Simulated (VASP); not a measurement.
# GaSb (I-4m2) in VASP: further runs

Aim: see how the results for GaSb move with the level of theory and the settings. Levels: LDA, PBEsol. Tasks: single point.

All numbers are computed with VASP 6.6.1; they aren't measurements. Logs are shortened: lines on timing, memory, paths and dates and some standing lists are left out, and cuts for length are marked.

**1. The cell of the first run**

Symmetry: I-4m2, No. 119, tetragonal system. Conventional cell: a = 5.507 Å, b = 5.507 Å, c = 3.181 Å, α = 90.00°, β = 90.00°, γ = 90.00°. Sb (site symmetry -4m2) has 8 Ga at 2.87 to 3.64 Å and 2 Sb at 3.18 Å within 3.8 Å. Within 3.8 Å of Ga (site symmetry -4m2) lie 8 Sb at 2.87 to 3.64 Å and 2 Ga at 3.18 Å.

**2. Single point, LDA**

Input file INCAR:

```
SYSTEM = GaSb
ALGO = Normal ; EDIFF = 1E-7
ENCUT = 520 ; ISIF = 2
ISMEAR = -1 ; LASPH = .True.
LCHARG = .False. ; LREAL = .False.
LWAVE = .False. ; NBANDS = 16
NELM = 60 ; PREC = Accurate
SIGMA = 0.05
```

Input file KPOINTS:

```
k-points
0
Gamma
  10 10 10
  0 0 0
```

Input file POSCAR:

```
GaSb
1.0
   -2.7534340000      2.7534340000      1.5907070000
    2.7534340000     -2.7534340000      1.5907070000
    2.7534340000      2.7534340000     -1.5907070000
Sb Ga
1 1
Direct
    0.0000000000      0.0000000000      0.0000000000
    0.7500000000      0.2500000000      0.5000000000
```

Potentials or basis: VASP PAW LDA potentials, release 64 (Sb, Ga_d).

Run with:

```console
cat potpaw_LDA.64/Sb/POTCAR potpaw_LDA.64/Ga_d/POTCAR > POTCAR
mpirun -np 1 vasp_std > vasp.out
```

OUTCAR:

```text
SYSTEM = GaSb
   EDIFF = 1E-7
   ENCUT = 520
   ISIF = 2
   ISMEAR = -1
   LASPH = .True.
   LREAL = .False.
   NELM = 60
   PREC = Accurate

 ion  position               nearest neighbor table
   1  0.000  0.000  0.000-   2 2.87   2 2.87   2 2.87   2 2.87
   2  0.750  0.250  0.500-   1 2.87   1 2.87   1 2.87   1 2.87

  LATTYP: Found a body centered tetragonal cell.
 ALAT       =     5.5068680000
 C/A-ratio  =     0.5777174975

  Lattice vectors:

 A1 = (  -2.7534340000,   2.7534340000,   1.5907070000)
 A2 = (   2.7534340000,  -2.7534340000,   1.5907070000)
 A3 = (   2.7534340000,   2.7534340000,  -1.5907070000)

Analysis of symmetry for initial positions (statically):
=====================================================================
 Subroutine PRICEL returns:
 Original cell was already a primitive cell.

 Routine SETGRP: Setting up the symmetry group for a
 body centered tetragonal supercell.

 Subroutine GETGRP returns: Found  8 space group operations
 (whereof  8 operations were pure point group operations)
 out of a pool of 16 trial point group operations.

The static configuration has the point symmetry D_2d.

Analysis of symmetry for dynamics (positions and initial velocities):
=====================================================================
 Subroutine PRICEL returns:
 Original cell was already a primitive cell.

 Routine SETGRP: Setting up the symmetry group for a
 body centered tetragonal supercell.

 Subroutine GETGRP returns: Found  8 space group operations
 (whereof  8 operations were pure point group operations)
 out of a pool of 16 trial point group operations.

The dynamic configuration has the point symmetry D_2d.

 Subroutine INISYM returns: Found  8 space group operations
 (whereof  8 operations are pure point group operations),
 and found     1 'primitive' translations

----------------------------------------------------------------------------------------

                                     Primitive cell

  volume of cell :      48.2391

  direct lattice vectors                    reciprocal lattice vectors
    -2.753434000  2.753434000  1.590707000     0.000000000  0.181591424  0.314325643
     2.753434000 -2.753434000  1.590707000     0.181591424  0.000000000  0.314325643
     2.753434000  2.753434000 -1.590707000     0.181591424  0.181591424  0.000000000

  length of vectors
     4.206322187  4.206322187  4.206322187     0.363009717  0.363009717  0.256809054

  position of ions in fractional coordinates (direct lattice)
     0.000000000  0.000000000  0.000000000
     0.750000000  0.250000000  0.500000000

  ion indices of the primitive-cell ions
   primitive index   ion index
                 1           1
                 2           2

----------------------------------------------------------------------------------------

 KPOINTS: k-points

Automatic generation of k-mesh.
 Grid dimensions read from file:
 generate k-points for:   10   10   10

 Generating k-lattice:

  Cartesian coordinates                     Fractional coordinates (reciprocal lattice)
     0.000000000  0.018159142  0.031432564     0.100000000 -0.000000000  0.000000000
     0.018159142  0.000000000  0.031432564    -0.000000000  0.100000000  0.000000000
     0.018159142  0.018159142  0.000000000     0.000000000  0.000000000  0.100000000

  Length of vectors
     0.036300972  0.036300972  0.025680905

  Shift w.r.t. Gamma in fractional coordinates (k-lattice)
     0.000000000  0.000000000  0.000000000

 Subroutine IBZKPT returns following result:
 ===========================================

 Found    102 irreducible k-points:

 Following reciprocal coordinates:
            Coordinates               Weight
  0.000000  0.000000  0.000000      1.000000
  0.100000 -0.000000  0.000000      8.000000
  0.200000 -0.000000  0.000000      8.000000
  0.300000  0.000000  0.000000      8.000000
  0.400000  0.000000 -0.000000      8.000000
  0.500000  0.000000  0.000000      4.000000
[... 16 lines left out ...]
  0.300000  0.300000  0.000000      8.000000
  0.400000  0.300000  0.000000     16.000000
 [... further k-points ...]
   k-points           NKPTS =    102   k-points in BZ     NKDIM =    102   number of bands    NBANDS=     16
   number of dos      NEDOS =    301   number of ions     NIONS =      2
   total plane-waves  NPLWV =  32768
   dimension x,y,z NGX =    32 NGY =   32 NGZ =   32
   dimension x,y,z NGXF=    64 NGYF=   64 NGZF=   64
   ions per type =               1   1
   NGX,Y,Z   is equivalent  to a cutoff of  12.65, 12.65, 12.65 a.u.
   NGXF,Y,Z  is equivalent  to a cutoff of  25.29, 25.29, 25.29 a.u.
 SYSTEM =  GaSb
   PREC   = accura    normal or accurate (medium, high low for compatibility)
   ISTART =      0    job   : 0-new  1-cont  2-samecut
   ICHARG =      2    charge: 1-file 2-atom 10-const
   ISPIN  =      1    spin polarized calculation?
   LNONCOLLINEAR =      F non collinear calculations
   LSORBIT =      F    spin-orbit coupling
   LASPH  =      T    aspherical Exc in radial PAW
   ENCUT  =  520.0 eV  38.22 Ry    6.18 a.u.   7.82  7.82  7.82*2*pi/ulx,y,z
   NELM   =     60;   NELMIN=  2; NELMDL= -5     # of ELM steps
   EDIFF  = 0.1E-06   stopping-criterion for ELM
   LREAL  =      F    real-space projection
   EDIFFG = 0.1E-05   stopping-criterion for IOM
   NSW    =      0    number of steps for IOM
   IBRION =     -1    ionic relax: 0-MD 1-quasi-New 2-CG
   NFREE  =      0    steps in history (QN), initial steepest desc. (CG)
   ISIF   =      2    stress and relaxation
   ISYM   =      2    0-nonsym 1-usesym 2-fastsym
   POTIM  = 0.5000    time-step for ionic-motion
   TEBEG  =    0.0;   TEEND  =   0.0 temperature during run
   PSTRESS=    0.0 pullay stress
   NELECT =      18.0000    total number of electrons
   NUPDOWN=      -1.0000    fix difference up-down
   EMIN   =  10.00;   EMAX   =-10.00  energy-range for DOS
   EFERMI =   0.00;   METHOD = LEGACY
   ISMEAR =    -1;   SIGMA  =   0.05  broadening in eV -4-tet -1-fermi 0-gaus
   EFERMI_NEDOS =   21; number of points for ismear=-14 and -15
   IALGO  =     38    algorithm
   IMIX   =      4    mixing-type and parameters
     AMIX     =   0.40;   BMIX     =  1.00
     AMIX_MAG =   1.60;   BMIX_MAG =  1.00
  volume/ion in A,a.u.               =      24.12       162.77
  Fermi-wavevector in a.u.,A,eV,Ry     =   1.178598  2.227228 18.899772  1.389094
  Thomas-Fermi vector in A             =   2.314924
   LORBIT       =      0    0 simple, 1 ext, 2 COOP (PROOUT), +10 PAW based schemes
   GGA     = CA    functional components
   LHFCALC =     F    Hartree Fock is set to
   AEXX    =    0.0000 exact exchange contribution
   IVDW    =     0    specifies the selected vdW correction
   LEPSILON=     F    determine dielectric tensor
   LRPA    =     F    only Hartree local field effects (RPA)
 non-spin polarized calculation
  energy-cutoff  :      520.00
  volume of cell :       48.24
 maximum number of plane-waves:      1314
   NGX = 15   NGY = 15   NGZ = 15

 number of electron      17.9999994 magnetization

 Free energy of the ion-electron system (eV)
  ---------------------------------------------------
  ext. energy  EPLUGINS =         0.00000000
  ---------------------------------------------------
  free energy    TOTEN  =        -8.33591186 eV

  energy without entropy =       -8.33136993  energy(sigma->0) =       -8.33364090

 E-fermi :   6.3433     XC(G=0): -10.4569

 val. band max:        6.2597673163   @ k =  -0.2000  -0.2000   0.1000
 cond. band min:       6.3475070475   @ k =   0.4000   0.4000   0.1000
 fundamental gap:      0.0877397312
 Fermi energy:         6.3433467941

 k-point     1 :       0.0000    0.0000    0.0000
  band No.  band energies     occupation
      1      -8.6334      2.00000
      2      -8.5555      2.00000
      3      -8.5476      2.00000
      4      -8.5233      2.00000
      5      -8.5233      2.00000
      6      -5.5802      2.00000
[... 8 lines left out ...]
     15      16.0404      0.00000
     16      16.9395      0.00000

 k-point     2 :       0.1000   -0.0000    0.0000
  band No.  band energies     occupation
      1      -8.6209      2.00000
      2      -8.5567      2.00000
      3      -8.5457      2.00000
      4      -8.5284      2.00000
      5      -8.5284      2.00000
      6      -5.3904      2.00000
[... 8 lines left out ...]
     15      15.7201      0.00000
     16      16.1460      0.00000

 k-point     3 :       0.2000   -0.0000    0.0000
  band No.  band energies     occupation
      1      -8.5889      2.00000
      2      -8.5603      2.00000
      3      -8.5457      2.00000
      4      -8.5414      2.00000
      5      -8.5367      2.00000
      6      -4.8261      2.00000
[... 8 lines left out ...]
     15      14.4413      0.00000
     16      15.9074      0.00000

 k-point     4 :       0.3000    0.0000    0.0000
  band No.  band energies     occupation
      1      -8.5723      2.00000
      2      -8.5613      2.00000
      3      -8.5576      2.00000
      4      -8.5418      2.00000
      5      -8.5312      2.00000
      6      -3.9124      2.00000
[... 8 lines left out ...]
     15      13.6743      0.00000
     16      16.6186      0.00000

 k-point     5 :       0.4000    0.0000   -0.0000
  band No.  band energies     occupation
      1      -8.5837      2.00000
      2      -8.5752      2.00000
      3      -8.5617      2.00000
      4      -8.5256      2.00000
      5      -8.5110      2.00000
      6      -2.7574      2.00000
[... 8 lines left out ...]
     15      15.0485      0.00000
     16      17.6778      0.00000

 k-point     6 :       0.5000    0.0000    0.0000
  band No.  band energies     occupation
      1      -8.5890      2.00000
      2      -8.5805      2.00000
      3      -8.5631      2.00000
      4      -8.5234      2.00000
      5      -8.4985      2.00000
      6      -1.9864      2.00000
[... 8 lines left out ...]
     15      16.6749      0.00000
     16      17.2143      0.00000

 k-point     7 :       0.1000    0.1000    0.0000
  band No.  band energies     occupation
      1      -8.5894      2.00000
      2      -8.5584      2.00000
      3      -8.5448      2.00000
      4      -8.5422      2.00000
      5      -8.5385      2.00000
      6      -4.9126      2.00000
[... 8 lines left out ...]
     15      14.8560      0.00000
     16      15.2354      0.00000

 k-point     8 :       0.2000    0.1000    0.0000
  band No.  band energies     occupation
      1      -8.5677      2.00000
      2      -8.5620      2.00000
      3      -8.5571      2.00000
      4      -8.5444      2.00000
      5      -8.5333      2.00000
      6      -4.0787      2.00000
[... 8 lines left out ...]
     15      14.1212      0.00000
     16      15.5743      0.00000

 k-point     9 :       0.3000    0.1000    0.0000
  band No.  band energies     occupation
      1      -8.5808      2.00000
      2      -8.5747      2.00000
      3      -8.5619      2.00000
      4      -8.5275      2.00000
      5      -8.5124      2.00000
      6      -2.9679      2.00000
[... 8 lines left out ...]
     15      14.3237      0.00000
     16      16.5788      0.00000
[... 172 lines left out ...]
 k-point    19 :       0.5000    0.2000    0.0000
  band No.  band energies     occupation
      1      -8.5779      2.00000
      2      -8.5622      2.00000
      3      -8.5571      2.00000
      4      -8.5397      2.00000
      5      -8.5267      2.00000
      6      -3.1786      2.00000
[... 8 lines left out ...]
     15      15.6438      0.00000
     16      16.6543      0.00000

 k-point    20 :      -0.4000    0.2000    0.0000
  band No.  band energies     occupation
      1      -8.5851      2.00000
      2      -8.5698      2.00000
      3      -8.5457      2.00000
      4      -8.5397      2.00000
      5      -8.5307      2.00000
      6      -4.1777      2.00000
[... 8 lines left out ...]
     15      15.4373      0.00000
     16      16.2701      0.00000

 k-point    21 :      -0.3000    0.2000    0.0000
  band No.  band energies     occupation
      1      -8.6167      2.00000
      2      -8.5659      2.00000
      3      -8.5408      2.00000
      4      -8.5293      2.00000
      5      -8.5242      2.00000
      6      -4.8847      2.00000
[... 8 lines left out ...]
     15      16.1223      0.00000
     16      16.7905      0.00000

 k-point    22 :      -0.2000    0.2000    0.0000
  band No.  band energies     occupation
      1      -8.6301      2.00000
      2      -8.5623      2.00000
      3      -8.5435      2.00000
      4      -8.5240      2.00000
      5      -8.5202      2.00000
      6      -5.2372      2.00000
[... 8 lines left out ...]
     15      15.3773      0.00000
     16      16.4755      0.00000

 k-point    23 :       0.3000    0.3000    0.0000
  band No.  band energies     occupation
      1      -8.5835      2.00000
      2      -8.5740      2.00000
      3      -8.5655      2.00000
      4      -8.5242      2.00000
      5      -8.5099      2.00000
      6      -1.9921      2.00000
[... 8 lines left out ...]
     15      15.1891      0.00000
     16      16.9479      0.00000

 k-point    24 :       0.4000    0.3000    0.0000
  band No.  band energies     occupation
      1      -8.5784      2.00000
      2      -8.5630      2.00000
      3      -8.5558      2.00000
      4      -8.5400      2.00000
      5      -8.5263      2.00000
      6      -2.8151      2.00000
[... 8 lines left out ...]
     15      15.9553      0.00000
     16      16.9617      0.00000

 [... further k-points ...]

------------------------ aborting loop because EDIFF is reached ----------------------------------------

  FORCE on cell =-STRESS in cart. coord.  units (eV):
  Direction    XX          YY          ZZ          XY          YZ          ZX
  --------------------------------------------------------------------------------------
  -------------------------------------------------------------------------------------
  Total       -1.2206109     -1.2206109     -1.3380187      0.0000000      0.0000000      0.0000000
  in kB      -40.5404258    -40.5404258    -44.4399168      0.0000000      0.0000000      0.0000000
  external PRESSURE =     -41.8402561 kB  Pullay stress =       0.0000000 kB

 VOLUME and BASIS-vectors are now :
 -----------------------------------------------------------------------------
  energy-cutoff  :      520.00
  volume of cell :       48.24
      direct lattice vectors                 reciprocal lattice vectors
    -2.753434000  2.753434000  1.590707000     0.000000000  0.181591424  0.314325643
     2.753434000 -2.753434000  1.590707000     0.181591424  0.000000000  0.314325643
     2.753434000  2.753434000 -1.590707000     0.181591424  0.181591424  0.000000000

 POSITION                                       TOTAL-FORCE (eV/Angst)
 -----------------------------------------------------------------------------------
      0.00000      0.00000      0.00000         0.000000     -0.000000     -0.000000
      0.00000      2.75343      0.79535        -0.000000      0.000000      0.000000
 -----------------------------------------------------------------------------------
    total drift:                                0.000000     -0.000000      0.000000

  FREE ENERGIE OF THE ION-ELECTRON SYSTEM (eV)
  ---------------------------------------------------
  free  energy   TOTEN  =        -8.3359118622 eV

  energy  without entropy=       -8.3313699328  energy(sigma->0) =       -8.33364090
```

Wall time 30 s (1 thread of Intel Xeon 6975P-C (Granite Rapids), shared host); peak memory 0.21 GiB.

Results:

| Property | Result |
| --- | --- |
| Free energy | -8.3359 eV |
| Pressure | -4.2 GPa |
| Band gap on the k mesh | zero (bands 9 and 10 overlap by 4.47 eV) |

Levels at points of the mesh, in eV from the Fermi level:
| k point | band 7 | band 8 | band 9 | band 10 | band 11 | band 12 |
| --- | --- | --- | --- | --- | --- | --- |
| (0.00, 0.00, 0.00) | -2.99 | -1.82 | -1.82 | 3.53 | 4.94 | 7.06 |
| (0.50, 0.00, 0.00) | -5.58 | -2.45 | -1.44 | -1.11 | 2.48 | 3.26 |
| (0.50, 0.50, 0.00) | -8.00 | 0.04 | 1.82 | 2.13 | 2.38 | 4.51 |
| (0.50, 0.50, 0.50) | -5.92 | -4.89 | -4.89 | 3.42 | 4.93 | 10.25 |

Caveat: the cell stands under tension; spin-orbit coupling is left out, which moves the levels of the heavy elements.

**3. Single point, PBEsol**

Input file INCAR:

```
SYSTEM = GaSb
ALGO     = Normal         ! electronic algorithm
EDIFF    = 1E-6           ! SCF threshold, eV
ENCUT    = 520            ! plane-wave cutoff, eV
GGA      = PS             ! functional
ISIF     = 2              ! what is computed and relaxed
ISMEAR   = -1             ! smearing method
LASPH    = .TRUE.         ! aspherical terms in the spheres
LCHARG   = .FALSE.        ! write CHGCAR
LREAL    = .FALSE.        ! projectors in reciprocal space
LWAVE    = .FALSE.        ! write WAVECAR
NBANDS   = 16             ! bands
NELM     = 100            ! most SCF steps
PREC     = Accurate       ! precision mode
SIGMA    = 0.05           ! smearing width, eV
```

Input file KPOINTS:

```
k-points
0
G
  10 10 10
  0 0 0
```

POSCAR is that of step 2.

Potentials or basis: VASP PAW PBE potentials, release 64 (Sb, Ga_d).

Run with:

```console
cat potpaw_PBE.64/Sb/POTCAR potpaw_PBE.64/Ga_d/POTCAR > POTCAR
mpirun -np 1 vasp_std > vasp.out
```

Run time: 28 s. Hardware: 1 thread of Intel Xeon 6975P-C (Granite Rapids), shared host; peak memory 0.23 GiB.

The run converged. Its results:

* Free energy: -7.8714 eV
* Pressure: -2.9 GPa
* Band gap on the k mesh: zero (bands 9 and 10 overlap by 4.51 eV)

Stress tensor (GPa, compression positive):
```
-2.68  0.00  0.00
 0.00 -2.68  0.00
 0.00  0.00 -3.41
```

Levels at points of the mesh, in eV from the Fermi level:
| k point | band 6 | band 7 | band 8 | band 9 | band 10 | band 11 | band 12 | band 13 |
| --- | --- | --- | --- | --- | --- | --- | --- | --- |
| (0.00, 0.00, 0.00) | -11.94 | -2.92 | -1.84 | -1.84 | 3.42 | 4.99 | 7.11 | 7.11 |
| (0.50, 0.00, 0.00) | -8.31 | -5.60 | -2.43 | -1.47 | -1.13 | 2.40 | 3.29 | 5.13 |
| (0.50, 0.50, 0.00) | -10.47 | -8.01 | 0.03 | 1.81 | 2.15 | 2.35 | 4.54 | 6.54 |
| (0.50, 0.50, 0.50) | -9.31 | -5.89 | -4.95 | -4.95 | 3.42 | 4.94 | 10.37 | 10.37 |

Caveat: the PAW data sets were made with another functional, which shifts forces and pressure a little; spin-orbit coupling is left out, which moves the levels of the heavy elements.

The gap in the log of VASP goes by the Fermi energy; the results here count the filled bands.